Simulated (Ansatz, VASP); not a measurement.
**GaN in VASP and in Ansatz**

The input INCAR:

```
SYSTEM = GaN
ALGO = Normal ; EDIFF = 1E-7
ENCUT = 520 ; GGA = PE
ISIF = 2 ; ISMEAR = 0
LASPH = .True. ; LCHARG = .True.
LELF = .True. ; LREAL = .False.
LVHAR = .True. ; LWAVE = .False.
NBANDS = 26 ; NELM = 100
PREC = Accurate ; SIGMA = 0.05
```

Contents of KPOINTS:

```
k-points
0
Gamma
  12 12 6
  0 0 0
```

The input POSCAR:

```
GaN
1.0
    3.1799996605      0.0000000000      0.0000000000
   -1.5899998303      2.7539604900      0.0000000000
    0.0000000000      0.0000000000      5.1660000000
Ga N
2 2
Direct
    0.3333333333      0.6666666667     -0.0116144019
    0.6666666667      0.3333333333      0.5000000000
    0.3333333333      0.6666666667      0.3750000000
    0.6666666667      0.3333333333      0.8750000000
```

Input for Ansatz:

```yaml
crystal:
  lattice:
    - [3.1799996605, 0.0, 0.0]
    - [-1.5899998303, 2.75396049, 0.0]
    - [0.0, 0.0, 5.166]
  atoms:
    - { symbol: Ga, position: [0.3333333333, 0.6666666667, -0.0116144019] }
    - { symbol: Ga, position: [0.6666666667, 0.3333333333, 0.5] }
    - { symbol: "N", position: [0.3333333333, 0.6666666667, 0.375] }
    - { symbol: "N", position: [0.6666666667, 0.3333333333, 0.875] }
basis:
  ecutwfc: 420
kpoints:
  mp_grid: { grid: [12, 12, 6] }
hamiltonian:
  xc: pbe
scf:
  occupations: { method: gaussian, width: 0.05 }
output:
  forces: true
  stress: true
  eigenvalues: true
```

Alike in both runs: task single point; functional PBE; k mesh 12 × 12 × 6; occupations gaussian, width 0.05 eV; no spin polarisation.

|  | VASP | Ansatz |
| --- | --- | --- |
| version | VASP 6.6.1 | Ansatz 0.2.0 |
| potentials or method | VASP PAW PBE potentials, release 64 (Ga_d, N), cutoff 520 eV | scalar-relativistic, plane waves, PAW |
| valence electrons in the cell | 36 | 36 |

|  | VASP | Ansatz | Ansatz less VASP |
| --- | --- | --- | --- |
| gap on the k mesh at the Fermi level (eV) | 1.96 | 1.96 | -0.008 |
| least direct gap on the mesh (eV) | 1.96 | 1.96 | -0.008 |
| pressure (GPa) | 7.5 | 7.5 | -0.03 |
| traceless stress, the component that is largest in VASP (GPa) | -0.74 | -0.80 | -0.057 |
| rms of the force components (eV/Å) | 0.351 | 0.352 | +0.0004 |

Atom by atom the forces differ by 0.002 eV/Å (rms over components). The functional is the same, so the differences come from potentials, cutoffs and numerics.
